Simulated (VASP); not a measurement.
# Cu (Fm-3m) in VASP: notebook, part 3 of 4

VASP 6.6.1.

## (4) Single point, HSE06

POSCAR

```
Cu
1.0
    0.0000000000      1.8075000000      1.8075000000
    1.8075000000      0.0000000000      1.8075000000
    1.8075000000      1.8075000000      0.0000000000
Cu
1
Direct
    0.0000000000      0.0000000000      0.0000000000
```

INCAR.step1

```
PREC = Accurate
ENCUT = 520
EDIFF = 1E-5
ISMEAR = -1
SIGMA = 0.05
LREAL = F
LASPH = T
NELM = 120
ALGO = Normal
ISIF = 2
LWAVE = T
LCHARG = F
GGA = PE
NBANDS = 12
GGA_COMPAT = F
```

INCAR.step2

```
PREC = Accurate
ENCUT = 520
EDIFF = 1E-6
ISMEAR = -1
SIGMA = 0.05
LREAL = F
LASPH = T
NELM = 120
ALGO = Normal
ISIF = 2
LWAVE = F
LCHARG = F
GGA = PE
LHFCALC = T
HFSCREEN = 0.2079
PRECFOCK = Normal
ISTART = 1
NBANDS = 12
GGA_COMPAT = F
```

KPOINTS

```
regular mesh
0
Gamma
  7 7 7
```

Potentials or basis: VASP PAW PBE potentials, release 64 (Cu).

Launch:

```bash
$ cat potpaw_PBE.64/Cu/POTCAR > POTCAR
$ cp INCAR.step1 INCAR
$ mpirun -np 1 vasp_std > vasp.out
$ cp INCAR.step2 INCAR
$ mpirun -np 1 vasp_std > vasp.out
```

OUTCAR:

```text
PREC = Accurate
   ENCUT = 520
   EDIFF = 1E-6
   ISMEAR = -1
   LREAL = F
   LASPH = T
   NELM = 120
   ISIF = 2
   GGA = PE
   LHFCALC = T
   HFSCREEN = 0.2079
   PRECFOCK = Normal
   ISTART = 1

 ion  position               nearest neighbor table
   1  0.000  0.000  0.000-

  LATTYP: Found a face centered cubic cell.
 ALAT       =     3.6150000000

  Lattice vectors:

 A1 = (   0.0000000000,   1.8075000000,   1.8075000000)
 A2 = (   1.8075000000,   0.0000000000,   1.8075000000)
 A3 = (   1.8075000000,   1.8075000000,   0.0000000000)

Analysis of symmetry for initial positions (statically):
=====================================================================
 Subroutine PRICEL returns:
 Original cell was already a primitive cell.

 Routine SETGRP: Setting up the symmetry group for a
 face centered cubic supercell.

 Subroutine GETGRP returns: Found 48 space group operations
 (whereof 48 operations were pure point group operations)
 out of a pool of 48 trial point group operations.

The static configuration has the point symmetry O_h .

Analysis of symmetry for dynamics (positions and initial velocities):
=====================================================================
 Subroutine PRICEL returns:
 Original cell was already a primitive cell.

 Routine SETGRP: Setting up the symmetry group for a
 face centered cubic supercell.

 Subroutine GETGRP returns: Found 48 space group operations
 (whereof 48 operations were pure point group operations)
 out of a pool of 48 trial point group operations.

The dynamic configuration has the point symmetry O_h .

 Subroutine INISYM returns: Found 48 space group operations
 (whereof 48 operations are pure point group operations),
 and found     1 'primitive' translations

----------------------------------------------------------------------------------------

                                     Primitive cell

  volume of cell :      11.8104

  direct lattice vectors                    reciprocal lattice vectors
     0.000000000  1.807500000  1.807500000    -0.276625173  0.276625173  0.276625173
     1.807500000  0.000000000  1.807500000     0.276625173 -0.276625173  0.276625173
     1.807500000  1.807500000  0.000000000     0.276625173  0.276625173 -0.276625173

  length of vectors
     2.556191014  2.556191014  2.556191014     0.479128854  0.479128854  0.479128854

  position of ions in fractional coordinates (direct lattice)
     0.000000000  0.000000000  0.000000000

  ion indices of the primitive-cell ions
   primitive index   ion index
                 1           1

----------------------------------------------------------------------------------------

 KPOINTS: regular mesh

Automatic generation of k-mesh.
 Grid dimensions read from file:
 generate k-points for:    7    7    7
[... 25 lines left out ...]
  0.142857  0.142857  0.000000      6.000000
  0.285714  0.142857  0.000000     24.000000
[... 12 lines left out ...]
 -0.428571  0.428571  0.142857     24.000000
 -0.285714  0.428571  0.142857     24.000000
   k-points           NKPTS =     20   k-points in BZ     NKDIM =    343   number of bands    NBANDS=     12
   number of dos      NEDOS =    301   number of ions     NIONS =      1
   total plane-waves  NPLWV =   8000
   dimension x,y,z NGX =    20 NGY =   20 NGZ =   20
   dimension x,y,z NGXF=    40 NGYF=   40 NGZF=   40
   ions per type =               1
   NGX,Y,Z   is equivalent  to a cutoff of  13.01, 13.01, 13.01 a.u.
   NGXF,Y,Z  is equivalent  to a cutoff of  26.01, 26.01, 26.01 a.u.
 SYSTEM =  unknown system
   PREC   = accura    normal or accurate (medium, high low for compatibility)
   ISTART =      1    job   : 0-new  1-cont  2-samecut
   ICHARG =      0    charge: 1-file 2-atom 10-const
   ISPIN  =      1    spin polarized calculation?
   LNONCOLLINEAR =      F non collinear calculations
   LSORBIT =      F    spin-orbit coupling
   LASPH  =      T    aspherical Exc in radial PAW
   ENCUT  =  520.0 eV  38.22 Ry    6.18 a.u.   4.75  4.75  4.75*2*pi/ulx,y,z
   NELM   =    120;   NELMIN=  2; NELMDL=  0     # of ELM steps
   EDIFF  = 0.1E-05   stopping-criterion for ELM
   LREAL  =      F    real-space projection
   EDIFFG = 0.1E-04   stopping-criterion for IOM
   NSW    =      0    number of steps for IOM
   IBRION =     -1    ionic relax: 0-MD 1-quasi-New 2-CG
   NFREE  =      0    steps in history (QN), initial steepest desc. (CG)
   ISIF   =      2    stress and relaxation
   ISYM   =      3    0-nonsym 1-usesym 2-fastsym
   POTIM  = 0.5000    time-step for ionic-motion
   TEBEG  =    0.0;   TEEND  =   0.0 temperature during run
   PSTRESS=    0.0 pullay stress
   NELECT =      11.0000    total number of electrons
   NUPDOWN=      -1.0000    fix difference up-down
   EMIN   =  10.00;   EMAX   =-10.00  energy-range for DOS
   EFERMI =   0.00;   METHOD = LEGACY
   ISMEAR =    -1;   SIGMA  =   0.05  broadening in eV -4-tet -1-fermi 0-gaus
   EFERMI_NEDOS =   21; number of points for ismear=-14 and -15
   IALGO  =     38    algorithm
   IMIX   =      1    mixing-type and parameters
     AMIX     =   0.40;   BMIX     =  1.00
     AMIX_MAG =   1.60;   BMIX_MAG =  1.00
  volume/ion in A,a.u.               =      11.81        79.70
  Fermi-wavevector in a.u.,A,eV,Ry     =   1.598763  3.021224 34.777078  2.556043
  Thomas-Fermi vector in A             =   2.696162
   LORBIT       =      0    0 simple, 1 ext, 2 COOP (PROOUT), +10 PAW based schemes
   GGA     = PE    functional components
   LHFCALC =     T    Hartree Fock is set to
   PRECFOCK=normal    Normal, Fast or Accurate (Low or Medium for compatibility)
   ENCUT4O =  -1.0   cutoff for four orbital integrals eV
   NKREDX  =     1    reduce k-point grid by
   NKREDY  =     1    reduce k-point grid by
   NKREDZ  =     1    reduce k-point grid by
   AEXX    =    0.2500 exact exchange contribution
   HFSCREEN=    0.2079 screening length (either q_TF or 0.3 A-1)
   HFSCREENC=   0.2079 screening length for correlation (either q_TF or 0.3 A-1)
   ENCUTFOCK=  -1.0 apply spherical cutoff to Coloumb kernel
   IVDW    =     0    specifies the selected vdW correction
   LEPSILON=     F    determine dielectric tensor
   LRPA    =     F    only Hartree local field effects (RPA)
 non-spin polarized calculation
  energy-cutoff  :      520.00
  volume of cell :       11.81
 maximum number of plane-waves:       331
  NGX = 16; NGY = 16; NGZ = 16

 number of electron      11.0000002 magnetization

 Free energy of the ion-electron system (eV)
  ---------------------------------------------------
  ext. energy  EPLUGINS =         0.00000000
  ---------------------------------------------------
  free energy    TOTEN  =        -3.69733233 eV

  energy without entropy =       -3.69604855  energy(sigma->0) =       -3.69669044

 E-fermi :   7.7384     XC(G=0): -10.3066

 val. band max:        6.4770574908   @ k =   0.4286   0.2857   0.0000
 cond. band min:       7.7568803392   @ k =   0.4286   0.4286   0.0000
 fundamental gap:      1.2798228484
 Fermi energy:         7.7384155355

 k-point     1 :       0.0000    0.0000    0.0000
  band No.  band energies     occupation
      1      -2.9941      2.00000
      2       2.8981      2.00000
      3       2.8981      2.00000
      4       2.8981      2.00000
      5       3.7132      2.00000
      6       3.7132      2.00000
      7      31.1377      0.00000
      8      34.1510      0.00000
      9      34.1510      0.00000
     10      34.1510      0.00000
     11      36.7835      0.00000
     12      36.7835      0.00000
[... 271 lines left out ...]
 k-point    20 :      -0.2857    0.4286    0.1429
  band No.  band energies     occupation
      1       1.7708      2.00000
      2       2.1451      2.00000
      3       2.7546      2.00000
      4       3.7466      2.00000
      5       4.5304      2.00000
      6      13.1619      0.00000
      7      13.7099      0.00000
      8      16.7410      0.00000
      9      20.2771      0.00000
     10      33.1570      0.00000
     11      39.5209      0.00000
     12      39.9439      0.00000

------------------------ aborting loop because EDIFF is reached ----------------------------------------

  FORCE on cell =-STRESS in cart. coord.  units (eV):
  Direction    XX          YY          ZZ          XY          YZ          ZX
  --------------------------------------------------------------------------------------
  -------------------------------------------------------------------------------------
  Total        0.1364332      0.1364332      0.1364332      0.0000000      0.0000000      0.0000000
  in kB       18.5082662     18.5082662     18.5082662      0.0000000      0.0000000      0.0000000
  external PRESSURE =      18.5082662 kB  Pullay stress =       0.0000000 kB

 VOLUME and BASIS-vectors are now :
 -----------------------------------------------------------------------------
  energy-cutoff  :      520.00
  volume of cell :       11.81
      direct lattice vectors                 reciprocal lattice vectors
     0.000000000  1.807500000  1.807500000    -0.276625173  0.276625173  0.276625173
     1.807500000  0.000000000  1.807500000     0.276625173 -0.276625173  0.276625173
     1.807500000  1.807500000  0.000000000     0.276625173  0.276625173 -0.276625173

 POSITION                                       TOTAL-FORCE (eV/Angst)
 -----------------------------------------------------------------------------------
      0.00000      0.00000      0.00000        -0.000000      0.000000      0.000000
 -----------------------------------------------------------------------------------
    total drift:                                0.000000      0.000000      0.000000

  FREE ENERGIE OF THE ION-ELECTRON SYSTEM (eV)
  ---------------------------------------------------
  free  energy   TOTEN  =        -3.6973323307 eV

  energy  without entropy=       -3.6960485474  energy(sigma->0) =       -3.69669044
```

It took 27 min on 1 thread of Oxide Virtual Turin-like, shared host; peak memory 0.19 GiB.

Results:

```yaml
Free_energy: -3.6973 eV
Pressure: 1.9 GPa
Band_gap_on_the_k_mesh: zero (an odd number of electrons rules out a gap without spin polarisation)
```

Levels at points of the mesh, in eV from the Fermi level:
| k point | band 4 | band 5 | band 6 | band 7 | band 8 | band 9 |
| --- | --- | --- | --- | --- | --- | --- |
| (0.00, 0.00, 0.00) | -4.84 | -4.03 | -4.03 | 23.40 | 26.41 | 26.41 |

Caveat: the k points lie up to 0.43 Å⁻¹ apart, too coarse for converged energies and pressures of a metal; the PAW data sets were made with another functional, which shifts forces and pressure a little.

(Part 3 of 4 ends here.)

The gap in the log of VASP goes by the Fermi energy; the results here count the filled bands.